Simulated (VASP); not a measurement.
# Hg (P2_1/m) in VASP: single point with LDA

Aim: the single point of Hg with LDA.

Everything below comes from runs of VASP 6.6.1. Logs are shortened: lines on timing, memory, paths and dates and some standing lists are left out, and cuts for length are marked.

### Step 1. The cell of the first run

The structure is monoclinic, space group P2_1/m (No. 11). Conventional cell: a = 3.413 Å, b = 5.499 Å, c = 3.469 Å, α = 90.00°, β = 119.34°, γ = 90.00°. Within 4.4 Å of Hg (site symmetry m) lie 12 Hg at 3.31 to 3.48 Å.

### Step 2. Single point, LDA

The input, INCAR:

```
SYSTEM = Hg
PREC = Accurate
ENCUT = 520
EDIFF = 1E-6
ISMEAR = 0
SIGMA = 0.1
LREAL = .FALSE.
LASPH = .TRUE.
NELM = 80
ALGO = Normal
ISIF = 2
LWAVE = .FALSE.
LCHARG = .FALSE.
GGA = CA
NBANDS = 19
```

The input, KPOINTS:

```
regular mesh
0
G
  8 4 8
  0 0 0
```

The input, POSCAR:

```
Hg
1.0
    3.4133030000      0.0000000000      0.0000000000
    0.0000000000      5.4991270000      0.0000000000
   -1.6998550000      0.0000000000      3.0241260000
Hg
2
Direct
    0.6515600000      0.2500000000      0.8042280000
    0.3484400000      0.7500000000      0.1957720000
```

Potentials or basis: VASP PAW LDA potentials, release 64 (Hg).

Started as:

```console
cat potpaw_LDA.64/Hg/POTCAR > POTCAR
mpirun -np 1 vasp_std > vasp.out
```

OUTCAR:

```text
SYSTEM = Hg
   PREC = Accurate
   ENCUT = 520
   EDIFF = 1E-6
   ISMEAR = 0
   LREAL = .FALSE.
   LASPH = .TRUE.
   NELM = 80
   ISIF = 2
   GGA = CA

 ion  position               nearest neighbor table
   1  0.652  0.250  0.804-   2 3.31   2 3.31   2 3.44   2 3.44   2 3.45   2 3.45
   2  0.348  0.750  0.196-   1 3.31   1 3.31   1 3.44   1 3.44   1 3.45   1 3.45

  LATTYP: Found a simple monoclinic cell.
 ALAT       =     3.4133030000
 B/A-ratio  =     1.6110866806
 C/A-ratio  =     1.0163549571
 COS(beta)  =    -0.4899949734

  Lattice vectors:

 A1 = (   3.4133030000,   0.0000000000,   0.0000000000)
 A2 = (   0.0000000000,   5.4991270000,   0.0000000000)
 A3 = (  -1.6998550000,   0.0000000000,   3.0241260000)

Analysis of symmetry for initial positions (statically):
=====================================================================
 Subroutine PRICEL returns:
 Original cell was already a primitive cell.

 Routine SETGRP: Setting up the symmetry group for a
 simple monoclinic supercell.

 Subroutine GETGRP returns: Found  4 space group operations
 (whereof  2 operations were pure point group operations)
 out of a pool of  4 trial point group operations.

The static configuration has the point symmetry S_2 .
 The point group associated with its full space group is C_2h.

Analysis of symmetry for dynamics (positions and initial velocities):
=====================================================================
 Subroutine PRICEL returns:
 Original cell was already a primitive cell.

 Routine SETGRP: Setting up the symmetry group for a
 simple monoclinic supercell.

 Subroutine GETGRP returns: Found  4 space group operations
 (whereof  2 operations were pure point group operations)
 out of a pool of  4 trial point group operations.

The dynamic configuration has the point symmetry S_2 .
 The point group associated with its full space group is C_2h.

 Subroutine INISYM returns: Found  4 space group operations
 (whereof  2 operations are pure point group operations),
 and found     1 'primitive' translations

----------------------------------------------------------------------------------------

                                     Primitive cell

  volume of cell :      56.7634

  direct lattice vectors                    reciprocal lattice vectors
     3.413303000  0.000000000  0.000000000     0.292971354  0.000000000  0.164678595
     0.000000000  5.499127000  0.000000000     0.000000000  0.181847046  0.000000000
[... 77 lines left out ...]
   ISTART =      0    job   : 0-new  1-cont  2-samecut
   ICHARG =      2    charge: 1-file 2-atom 10-const
   ISPIN  =      1    spin polarized calculation?
   LNONCOLLINEAR =      F non collinear calculations
   LSORBIT =      F    spin-orbit coupling
   LASPH  =      T    aspherical Exc in radial PAW
   ENCUT  =  520.0 eV  38.22 Ry    6.18 a.u.   6.35 10.22  6.45*2*pi/ulx,y,z
   NELM   =     80;   NELMIN=  2; NELMDL= -5     # of ELM steps
   EDIFF  = 0.1E-05   stopping-criterion for ELM
   LREAL  =      F    real-space projection
   EDIFFG = 0.1E-04   stopping-criterion for IOM
   NSW    =      0    number of steps for IOM
   IBRION =     -1    ionic relax: 0-MD 1-quasi-New 2-CG
   NFREE  =      0    steps in history (QN), initial steepest desc. (CG)
   ISIF   =      2    stress and relaxation
   ISYM   =      2    0-nonsym 1-usesym 2-fastsym
   POTIM  = 0.5000    time-step for ionic-motion
   TEBEG  =    0.0;   TEEND  =   0.0 temperature during run
   PSTRESS=    0.0 pullay stress
   NELECT =      24.0000    total number of electrons
   NUPDOWN=      -1.0000    fix difference up-down
   EMIN   =  10.00;   EMAX   =-10.00  energy-range for DOS
   EFERMI =   0.00;   METHOD = LEGACY
   ISMEAR =     0;   SIGMA  =   0.10  broadening in eV -4-tet -1-fermi 0-gaus
   EFERMI_NEDOS =   21; number of points for ismear=-14 and -15
   IALGO  =     38    algorithm
   IMIX   =      4    mixing-type and parameters
     AMIX     =   0.40;   BMIX     =  1.00
     AMIX_MAG =   1.60;   BMIX_MAG =  1.00
  volume/ion in A,a.u.               =      28.38       191.53
  Fermi-wavevector in a.u.,A,eV,Ry     =   1.228728  2.321959 20.541702  1.509772
  Thomas-Fermi vector in A             =   2.363642
   LORBIT       =      0    0 simple, 1 ext, 2 COOP (PROOUT), +10 PAW based schemes
   GGA     = CA    functional components
   LHFCALC =     F    Hartree Fock is set to
   AEXX    =    0.0000 exact exchange contribution
   IVDW    =     0    specifies the selected vdW correction
   LEPSILON=     F    determine dielectric tensor
   LRPA    =     F    only Hartree local field effects (RPA)
 non-spin polarized calculation
 Gauss-broadening in eV      SIGMA  =   0.10
  energy-cutoff  :      520.00
  volume of cell :       56.76
 maximum number of plane-waves:      1556
 NGX is ok and might be reduce to    28
   NGX = 13   NGY = 21   NGZ = 13

 number of electron      24.0000000 magnetization

 Free energy of the ion-electron system (eV)
  ---------------------------------------------------
  ext. energy  EPLUGINS =         0.00000000
  ---------------------------------------------------
  free energy    TOTEN  =        -1.64312103 eV

  energy without entropy =       -1.64107910  energy(sigma->0) =       -1.64210006

 E-fermi :   0.7465     XC(G=0): -10.2244

 val. band max:        0.6863923280   @ k =  -0.3750   0.0000   0.3750
 cond. band min:       0.7811219034   @ k =   0.0000   0.5000   0.5000
 fundamental gap:      0.0947295754
 Fermi energy:         0.7464908296

 k-point     1 :       0.0000    0.0000    0.0000
  band No.  band energies     occupation
      1      -6.5623      2.00000
      2      -5.9083      2.00000
      3      -5.3042      2.00000
      4      -5.2917      2.00000
      5      -5.1742      2.00000
      6      -5.1385      2.00000
[... 505 lines left out ...]
      6      -5.1748      2.00000
[... 11 lines left out ...]
     18      13.1921      0.00000
     19      13.6474      0.00000

 [... further k-points ...]
[... 5 lines left out ...]
  --------------------------------------------------------------------------------------
  -------------------------------------------------------------------------------------
  Total       -1.5173945     -1.3890275     -1.4503549      0.0000000      0.0000000     -0.0007629
  in kB      -42.8292633    -39.2060380    -40.9370348      0.0000000      0.0000000     -0.0215340
  external PRESSURE =     -40.9907787 kB  Pullay stress =       0.0000000 kB

 VOLUME and BASIS-vectors are now :
 -----------------------------------------------------------------------------
  energy-cutoff  :      520.00
  volume of cell :       56.76
      direct lattice vectors                 reciprocal lattice vectors
     3.413303000  0.000000000  0.000000000     0.292971354  0.000000000  0.164678595
     0.000000000  5.499127000  0.000000000     0.000000000  0.181847046  0.000000000
    -1.699855000  0.000000000  3.024126000     0.000000000  0.000000000  0.330674053

 POSITION                                       TOTAL-FORCE (eV/Angst)
 -----------------------------------------------------------------------------------
      0.85690      1.37478      2.43209         0.000509      0.000000     -0.007223
      0.85655      4.12435      0.59204        -0.000509      0.000000      0.007223
 -----------------------------------------------------------------------------------
    total drift:                               -0.000000      0.000000      0.000000

  FREE ENERGIE OF THE ION-ELECTRON SYSTEM (eV)
  ---------------------------------------------------
  free  energy   TOTEN  =        -1.6431210253 eV

  energy  without entropy=       -1.6410791026  energy(sigma->0) =       -1.64210006
```

Run time: 2.2 min. Hardware: 1 thread of AMD EPYC 7R13, shared host; peak memory 0.22 GiB.

What came out:

```yaml
Free_energy: -1.6431 eV
Pressure: -4.1 GPa
Largest_force: 0.007 eV/Å
Band_gap_on_the_k_mesh: zero (band 12 reaches 0.90 eV, above the bottom of band 13 at 0.33 eV)
```

Forces in eV/Å, atoms in the order of the input:
```
Hg   0.001  0.000 -0.007
Hg  -0.001  0.000  0.007
```

Levels at points of the mesh, in eV from the Fermi level:
| k point | band 8 | band 9 | band 10 | band 11 | band 12 | band 13 | band 14 | band 15 | band 16 | band 17 |
| --- | --- | --- | --- | --- | --- | --- | --- | --- | --- | --- |
| (0.00, 0.00, 0.00) | -5.86 | -5.68 | -5.35 | -5.20 | -1.30 | -0.42 | 10.53 | 11.55 | 12.91 | 12.98 |
| (0.50, 0.00, 0.00) | -5.24 | -5.19 | -5.19 | -2.19 | -1.50 | 2.49 | 3.35 | 4.00 | 6.52 | 7.15 |
| (0.00, 0.50, 0.00) | -5.53 | -5.41 | -5.41 | -5.40 | -5.40 | 6.52 | 6.52 | 11.93 | 11.93 | 12.21 |
| (0.50, 0.50, 0.00) | -5.30 | -5.19 | -5.19 | -1.14 | -1.14 | 0.42 | 0.42 | 8.26 | 8.26 | 9.33 |
| (0.00, 0.00, 0.50) | -5.29 | -5.20 | -5.18 | -2.24 | -1.92 | 2.62 | 3.21 | 4.50 | 6.26 | 6.89 |
| (0.50, 0.00, 0.50) | -5.24 | -5.19 | -5.18 | -2.16 | -1.49 | 2.50 | 3.36 | 4.04 | 6.47 | 7.15 |
| (0.00, 0.50, 0.50) | -5.23 | -5.20 | -5.20 | -1.08 | -1.08 | 0.03 | 0.03 | 8.76 | 8.76 | 9.20 |
| (0.50, 0.50, 0.50) | -5.29 | -5.19 | -5.19 | -1.11 | -1.11 | 0.42 | 0.42 | 8.20 | 8.20 | 9.33 |

Caveat: spin-orbit coupling is left out, which moves the levels of the heavy elements.
